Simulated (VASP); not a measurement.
Write the native input for VASP 6.6.1 that does the following.

```
Task                   : single point
Functional             : PBE
Potentials or basis    : VASP PAW PBE potentials, release 64 (Li_sv, H)
Cutoff                 : 520 eV
k mesh                 : 6 × 6 × 6
Occupations            : gaussian, width 0.1 eV
Spin                   : no spin polarisation
Dipole correction      : no
Further INCAR settings : ALGO = Normal; EDIFF = 1e-07; NBANDS = 9
```

The structure of LiH lies in POSCAR:

```
LiH
1.0
    2.5376179000      0.0000000000      0.0000000000
    0.0000000000      2.5376179000      0.0000000000
    0.0000000000      0.0000000000      3.4070673600
Li H
1 1
Direct
    0.0000000000      0.0000000000      0.0000000000
    0.5000000000      0.5000000000      0.0000000000
```

The cell was built from a structure type or drawn by symmetry, and may not be a known phase.

One way to write it, as run:

INCAR

```
SYSTEM = LiH
ALGO     = Normal         ! electronic algorithm
EDIFF    = 1E-7           ! SCF threshold, eV
ENCUT    = 520            ! plane-wave cutoff, eV
GGA      = PE             ! functional
ISIF     = 2              ! what is computed and relaxed
ISMEAR   = 0              ! smearing method
LASPH    = .True.         ! aspherical terms in the spheres
LCHARG   = .True.         ! write CHGCAR
LELF     = .True.         ! ELF
LREAL    = .False.        ! projectors in reciprocal space
LVHAR    = .True.       
LWAVE    = .False.        ! write WAVECAR
NBANDS   = 9              ! bands
NELM     = 60             ! most SCF steps
PREC     = Accurate       ! precision mode
SIGMA    = 0.1            ! smearing width, eV
```

KPOINTS

```
k-points
0
Gamma
  6 6 6
  0 0 0
```

Potentials or basis: VASP PAW PBE potentials, release 64 (Li_sv, H).

The run is started by

```console
$ cat potpaw_PBE.64/Li_sv/POTCAR potpaw_PBE.64/H/POTCAR > POTCAR
$ mpirun -np 1 vasp_std > vasp.out
```

Results of the run:

The band gap on the k mesh is zero (bands 2 and 3 overlap by 0.69 eV).

Caveat: the k points lie up to 0.41 Å⁻¹ apart, too coarse for converged energies and pressures of a metal.

Run time: 4.1 s on 1 thread of AMD EPYC 9R45 96-Core Processor (Zen 5), on a shared host, peak memory 0.1 GiB.
